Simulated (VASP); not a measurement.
# VCrC2 (R-3m) in VASP: further runs, part 2 of 2

VASP 6.6.1.

## (3) Single point, PBE, collinear spin, ferromagnetic start

This run uses another cell than the first one, of 8.23 Å³/atom.

INCAR reads:

```
PREC = Accurate
ENCUT = 520
EDIFF = 1E-7
ISMEAR = -1
SIGMA = 0.05
LREAL = F
LASPH = T
NELM = 150
ALGO = Normal
ISIF = 2
LWAVE = F
LCHARG = F
ISPIN = 2
MAGMOM = 3 2 0 0
LORBIT = 11
LMAXMIX = 4
GGA = PE
NBANDS = 28
```

KPOINTS reads:

```
regular mesh
0
Gamma
  11 11 11
```

POSCAR reads:

```
VCrC2
1.0
    1.4308148588      0.8260813439      4.6426360266
   -1.4308148588      0.8260813439      4.6426360266
    0.0000000000     -1.6521626877      4.6426360266
Cr V C
1 1 2
Direct
    0.5000000000      0.5000000000      0.5000000000
    0.0000000000      0.0000000000      0.0000000000
    0.2487590000      0.2487590000      0.2487590000
    0.7512410000      0.7512410000      0.7512410000
```

Potentials or basis: VASP PAW PBE potentials, release 64 (Cr_pv, V_sv, C).

The run is started by

```
$ cat potpaw_PBE.64/Cr_pv/POTCAR potpaw_PBE.64/V_sv/POTCAR potpaw_PBE.64/C/POTCAR > POTCAR
$ mpirun -np 1 vasp_std > vasp.out
```

OUTCAR:

```text
PREC = Accurate
   ENCUT = 520
   EDIFF = 1E-7
   ISMEAR = -1
   LREAL = F
   LASPH = T
   NELM = 150
   ISIF = 2
   ISPIN = 2
   LORBIT = 11
   GGA = PE

 ion  position               nearest neighbor table
   1  0.500  0.500  0.500-   3 2.01   4 2.01   3 2.01   3 2.01   4 2.01   4 2.01   2 2.85   2 2.85
                             2 2.85   2 2.85   2 2.85   2 2.85
   2  0.000  0.000  0.000-   4 2.03   3 2.03   4 2.03   4 2.03   3 2.03   3 2.03   1 2.85   1 2.85
                             1 2.85   1 2.85   1 2.85   1 2.85
   3  0.249  0.249  0.249-   1 2.01   1 2.01   1 2.01   2 2.03   2 2.03   2 2.03
   4  0.751  0.751  0.751-   1 2.01   1 2.01   1 2.01   2 2.03   2 2.03   2 2.03

  LATTYP: Found a trigonal (rhomboedric) cell.
 ALAT       =     4.9278505276
 COS(alpha) =     0.8313905832

  Lattice vectors:

 A1 = (   1.4308148588,   0.8260813439,   4.6426360266)
 A2 = (  -1.4308148588,   0.8260813439,   4.6426360266)
 A3 = (   0.0000000000,  -1.6521626877,   4.6426360266)

Analysis of symmetry for initial positions (statically):
[... 1698 lines left out ...]
  --------------------------------------------------------------------------------------
  -------------------------------------------------------------------------------------
  Total        3.9404551      3.9404551      3.8944176      0.0000000      0.0000000     -0.0000000
  in kB      191.7497593    191.7497593    189.5094868      0.0000000      0.0000000     -0.0000000
  external PRESSURE =     191.0030018 kB  Pullay stress =       0.0000000 kB

 VOLUME and BASIS-vectors are now :
 -----------------------------------------------------------------------------
  energy-cutoff  :      520.00
  volume of cell :       32.92
      direct lattice vectors                 reciprocal lattice vectors
     1.430814859  0.826081344  4.642636027     0.349451221  0.201755757  0.071798291
    -1.430814859  0.826081344  4.642636027    -0.349451221  0.201755757  0.071798291
     0.000000000 -1.652162688  4.642636027     0.000000000 -0.403511513  0.071798291

 POSITION                                       TOTAL-FORCE (eV/Angst)
 -----------------------------------------------------------------------------------
      0.00000      0.00000      6.96395        -0.000000      0.000000      0.000000
      0.00000      0.00000      0.00000         0.000000      0.000000     -0.000000
      0.00000      0.00000      3.46469         0.000000      0.000000      0.003757
      0.00000      0.00000     10.46322         0.000000     -0.000000     -0.003757
 -----------------------------------------------------------------------------------
    total drift:                                0.000000      0.000000     -0.000000

  FREE ENERGIE OF THE ION-ELECTRON SYSTEM (eV)
  ---------------------------------------------------
  free  energy   TOTEN  =       -37.3574224472 eV

  energy  without entropy=      -37.3316963521  energy(sigma->0) =      -37.34455940

 total charge

# of ion       s       p       d       tot
------------------------------------------
    1        0.355   6.502   4.416  11.274
    2        2.283   6.368   3.276  11.926
    3        0.902   1.568   0.000   2.470
    4        0.902   1.568   0.000   2.470
--------------------------------------------------
tot          4.443  16.005   7.692  28.140

 magnetization (x)

# of ion       s       p       d       tot
------------------------------------------
    1        0.000   0.000   0.001   0.001
    2       -0.000  -0.000   0.000   0.000
    3       -0.000  -0.000   0.000  -0.000
    4       -0.000  -0.000   0.000  -0.000
--------------------------------------------------
tot         -0.000  -0.000   0.001   0.001
```

OSZICAR:

```text
N       E                     dE             d eps       ncg     rms          rms(c)
DAV:   1     0.344444028253E+03    0.34444E+03   -0.17195E+04 16376   0.138E+03
DAV:   2    -0.272888570896E+02   -0.37173E+03   -0.34992E+03 16600   0.423E+02
DAV:   3    -0.476146119289E+02   -0.20326E+02   -0.19752E+02 17948   0.103E+02
[... 14 lines left out ...]
DAV:  18    -0.373574148747E+02   -0.47669E-05   -0.88045E-06 20216   0.220E-02    0.100E-02
DAV:  19    -0.373574189372E+02   -0.40625E-05   -0.13119E-05 19748   0.270E-02    0.605E-03
DAV:  20    -0.373574216678E+02   -0.27306E-05   -0.30086E-05 19744   0.409E-02    0.230E-03
DAV:  21    -0.373574223968E+02   -0.72908E-06   -0.34316E-06 17916   0.110E-02    0.222E-03
DAV:  22    -0.373574224472E+02   -0.50398E-07   -0.77030E-08 12008   0.180E-03
   1 F= -.37357422E+02 E0= -.37344559E+02  d E =-.257261E-01  mag=     0.0009
```

Run time: 31 min. Hardware: 1 thread of Oxide Virtual Turin-like, shared host; peak memory 0.41 GiB.

What came out:

```yaml
Free_energy: -37.3574 eV
Pressure: 19.1 GPa
Largest_force: 0.004 eV/Å
Net_moment: 0.00 μB per cell
Valence_electrons_inside_the_program's_atomic_spheres: Cr 11.27; V 11.93; C 2.47
```

Forces in eV/Å, atoms in the order of the input:
```
Cr   0.000  0.000  0.000
V    0.000  0.000  0.000
C    0.000  0.000  0.004
C    0.000  0.000 -0.004
```

Caveat: the cell stands under pressure; an empty level that is flat over the whole mesh can mark a ghost state of the potentials, or a narrow d or f band; the moments typed at the start vanished in this run.

## (4) Single point, PBE, collinear spin, ferromagnetic start

This run uses another cell than the first one, of 8.41 Å³/atom.

Changes to INCAR since step 3:

```diff
@@ -2,3 +2,3 @@
 ENCUT = 520
-EDIFF = 1E-7
+EDIFF = 1E-6
 ISMEAR = -1
@@ -8,3 +8,3 @@
 NELM = 150
-ALGO = Normal
+ALGO = Fast
 ISIF = 2
```

KPOINTS reads:

```
Automatic mesh
0
Gamma
  11 11 11
```

POSCAR reads:

```
VCrC2
1.0
    1.4408913517      0.8318990098      4.6753317237
   -1.4408913517      0.8318990098      4.6753317237
    0.0000000000     -1.6637980196      4.6753317237
Cr V C
1 1 2
Direct
    0.5000000000      0.5000000000      0.5000000000
    0.0000000000      0.0000000000      0.0000000000
    0.2487590000      0.2487590000      0.2487590000
    0.7512410000      0.7512410000      0.7512410000
```

The run is started by

```
$ cat potpaw_PBE.64/Cr_pv/POTCAR potpaw_PBE.64/V_sv/POTCAR potpaw_PBE.64/C/POTCAR > POTCAR
$ mpirun -np 1 vasp_std > vasp.out
```

Wall time 37 min (1 thread of Oxide Virtual Turin-like, shared host); peak memory 0.42 GiB.

The run converged. Its results:

| Item | Value |
| --- | --- |
| Free energy | -37.4237 eV |
| Pressure | 11.1 GPa |
| Largest force | 0.010 eV/Å |
| Net moment | 0.00 μB per cell |
| Valence electrons inside the program's atomic spheres | Cr 11.21; V 11.87; C 2.45 |

Forces in eV/Å, atoms in the order of the input:
```
Cr   0.000  0.000  0.000
V    0.000  0.000  0.000
C    0.000  0.000  0.010
C    0.000  0.000 -0.010
```

Stress tensor (GPa, compression positive):
```
11.21  0.00  0.00
 0.00 11.21  0.00
 0.00  0.00 11.02
```

Levels at points of the mesh, in eV from the Fermi level:
Spin up:
```tsv
k point	band 13	band 14	band 15	band 16	band 17	band 18	band 19	band 20	band 21	band 22
(0.00, 0.00, 0.00)	-1.56	-1.56	-1.48	-0.56	-0.56	0.75	0.75	0.92	0.92	1.00
```
Spin down:
```csv
k point,band 15,band 16,band 17,band 18,band 19,band 20
"(0.00, 0.00, 0.00)",-1.48,-0.56,-0.56,0.75,0.75,0.92
```

Caveat: the cell stands under pressure; an empty level that is flat over the whole mesh can mark a ghost state of the potentials, or a narrow d or f band; the moments typed at the start vanished in this run.
